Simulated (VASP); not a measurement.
Set up this calculation in VASP 6.6.1, as the native input.

```yaml
Task: relaxation of cell and atoms
Functional: PBE
Potentials_or_basis: VASP PAW PBE potentials, release 64 (Y_sv, Zr_sv, F)
Cutoff: 600 eV
k_mesh: 6 × 6 × 6
Occupations: gaussian, width 0.1 eV
Spin: no spin polarisation
Dipole_correction: no
Further_INCAR_settings: ALGO = Normal; EDIFF = 1e-07; IBRION = 2; EDIFFG = -0.01; NSW = 100; ISIF = 3
```

The structure of Y3Zr2F lies in POSCAR:

```
Y3Zr2F
1.0
    3.4228184233      1.9761651381      3.6573837751
   -3.4228184233      1.9761651381      3.6573837751
    0.0000000000     -3.9523302761      3.6573837751
Y Zr F
3 2 1
Direct
    0.0000000000      0.5000000000      0.0000000000
    0.5000000000      0.0000000000      0.0000000000
    0.0000000000      0.0000000000      0.5000000000
    0.6130185014      0.6130185014      0.6130185014
    0.3869814986      0.3869814986      0.3869814986
    0.0000000000      0.0000000000      0.0000000000
```

The cell was generated, and may not be a known phase.

One way to write it, as run:

INCAR

```
SYSTEM = Y3Zr2F
ALGO = Normal
EDIFF = 1E-7
EDIFFG = -0.01
ENCUT = 600
GGA = PE
IBRION = 2
ISIF = 3
ISMEAR = 0
LASPH = .True.
LCHARG = .False.
LREAL = .False.
LWAVE = .False.
NELM = 100
NSW = 100
PREC = Accurate
SIGMA = 0.1
```

KPOINTS

```
k-points
0
Gamma
  6 6 6
  0 0 0
```

Potentials or basis: VASP PAW PBE potentials, release 64 (Y_sv, Zr_sv, F).

Launch:

```console
$ cat potpaw_PBE.64/Y_sv/POTCAR potpaw_PBE.64/Zr_sv/POTCAR potpaw_PBE.64/F/POTCAR > POTCAR
$ mpirun -np 1 vasp_std > vasp.out
```

It gave:

```yaml
Relaxed_volume: 24.73 Å³/atom
Relaxed_cell: a = 5.385 Å, b = 5.385 Å, c = 5.385 Å, α = 78.89°, β = 78.89°, γ = 78.89°
Space_group_after_relaxing_to_0.1_Å: R-3m (No. 166)
Energy_gained_by_relaxing: 0.0 meV/atom
Ionic_steps: 2
Pressure_after_relaxing: 0.0 GPa
Largest_force_after_relaxing: 0.004 eV/Å
Band_gap_on_the_k_mesh: zero (bands 32 and 33 overlap by 0.54 eV)
```

Run time: 16 min on 1 thread of Oxide Virtual Turin-like Processor, with other jobs on the host, peak memory 0.45 GiB.
